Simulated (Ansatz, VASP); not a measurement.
# Two plane-wave programs on CoSn

INCAR

```
SYSTEM = CoSn
PREC = Accurate
ENCUT = 520
EDIFF = 1E-6
ISMEAR = 0
SIGMA = 0.15
LREAL = .False.
LASPH = .True.
NELM = 60
ALGO = Fast
ISIF = 2
LWAVE = .False.
LCHARG = .True.
GGA = PE
LELF = .True.
LVHAR = .True.
NBANDS = 44
```

File KPOINTS:

```
regular mesh
0
Gamma
  12 12 12
  0 0 0
```

File POSCAR:

```
CoSn
1.0
    5.3691499787      0.0000000000      0.0000000000
   -2.6845749894      4.6498202783      0.0000000000
    0.0000000000      0.0000000000      4.1167142611
Co Sn
3 3
Direct
    0.0000000000      0.5000000000      0.0000000000
    0.5000000000      0.5000000000      0.0000000000
    0.5000000000      0.0000000000      0.0000000000
    0.6666666667      0.3333333333      0.5000000000
    0.3333333333      0.6666666667      0.5000000000
    0.0000000000      0.0000000000      0.0000000000
```

Input for Ansatz:

```yaml
crystal:
  lattice:
    - [5.3691499787, 0.0, 0.0]
    - [-2.6845749894, 4.6498202783, 0.0]
    - [0.0, 0.0, 4.1167142611]
  atoms:
    - { symbol: Co, position: [0.0, 0.5, 0.0] }
    - { symbol: Co, position: [0.5, 0.5, 0.0] }
    - { symbol: Co, position: [0.5, 0.0, 0.0] }
    - { symbol: Sn, position: [0.6666666667, 0.3333333333, 0.5] }
    - { symbol: Sn, position: [0.3333333333, 0.6666666667, 0.5] }
    - { symbol: Sn, position: [0.0, 0.0, 0.0] }
basis:
  ecutwfc: 420
kpoints:
  mp_grid: { grid: [12, 12, 12] }
hamiltonian:
  xc: pbe
scf:
  occupations: { method: gaussian, width: 0.15 }
output:
  forces: true
  stress: true
  eigenvalues: true
```

Alike in both runs: task single point; functional PBE; k mesh 12 × 12 × 12; occupations gaussian, width 0.15 eV; no spin polarisation.

```csv
,VASP,Ansatz
version,VASP 6.6.1,Ansatz 0.2.0
potentials or method,"VASP PAW PBE potentials, release 64 (Co, Sn_d), cutoff 520 eV","scalar-relativistic, plane waves, PAW"
valence electrons in the cell,69,93
```

Ansatz gave:

| Item | Value |
| --- | --- |
| gap on the k mesh at the Fermi level (eV) | none |
| pressure (GPa) | 0.3 |
| traceless stress, the component that is largest in VASP (GPa) | 5.33 |

**Question.** Which values does VASP return?

**Answer.** gap on the k mesh at the Fermi level (eV): none; pressure (GPa): 0.2; traceless stress, the component that is largest in VASP (GPa): 5.23.

A gap of «none» marks a metal or a gap that the smearing closes. VASP's potentials hold 69 valence electrons a cell and Ansatz's 93, so a difference there can come from the potentials and not from the codes.
